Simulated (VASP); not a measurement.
A run of VASP 6.6.1:

The input POSCAR:

```
C
1.0
    2.5221000000      0.0000000000      0.0000000000
   -1.2610500000      2.1842026709      0.0000000000
    0.0000000000      0.0000000000     12.3557000000
C
12
Direct
    0.6666666667      0.3333333333      0.3541700000
    0.3333333333      0.6666666667      0.8541700000
    0.6666666667      0.3333333333      0.1458300000
    0.3333333333      0.6666666667      0.6458300000
    0.6666666667      0.3333333333      0.4791700000
    0.3333333333      0.6666666667      0.9791700000
    0.6666666667      0.3333333333      0.0208300000
    0.3333333333      0.6666666667      0.5208300000
    0.0000000000      0.0000000000      0.8125000000
    0.0000000000      0.0000000000      0.3125000000
    0.0000000000      0.0000000000      0.6875000000
    0.0000000000      0.0000000000      0.1875000000
```

INCAR.step1

```
  ALGO = Normal
  EDIFF = 1E-4
  ENCUT = 520
  GGA = PE
  ISMEAR = -1
  LASPH = True
  LCHARG = False
  LREAL = False
  LWAVE = True
  NBANDS = 36
  NELM = 100
  PREC = Accurate
  SIGMA = 0.05
```

The input INCAR.step2:

```
  ALGO = Normal
  EDIFF = 1E-6
  ENCUT = 520
  ISIF = 2
  ISMEAR = -1
  ISTART = 1
  LASPH = True
  LCHARG = False
  LMIXTAU = True
  LREAL = False
  LWAVE = False
  METAGGA = R2SCAN
  NBANDS = 36
  NELM = 100
  PREC = Accurate
  SIGMA = 0.05
```

Contents of KPOINTS:

```
k-points
0
Gamma
  12 12 3
```

Potentials or basis: VASP PAW PBE potentials, release 64 (C).

Command:

```sh
$ cat potpaw_PBE.64/C/POTCAR > POTCAR
$ cp INCAR.step1 INCAR
$ mpirun -np 1 vasp_std > vasp.out
$ cp INCAR.step2 INCAR
$ mpirun -np 1 vasp_std > vasp.out
```

Hardware: 1 thread of AMD EPYC 9R45 96-Core Processor (Zen 5), with other jobs on the host.

Task: Estimate the wall time of this run.

Result: Run time: 3.6 min on 1 thread of AMD EPYC 9R45 96-Core Processor (Zen 5) (shared host), peak memory 0.19 GiB. Counts: k points 38.
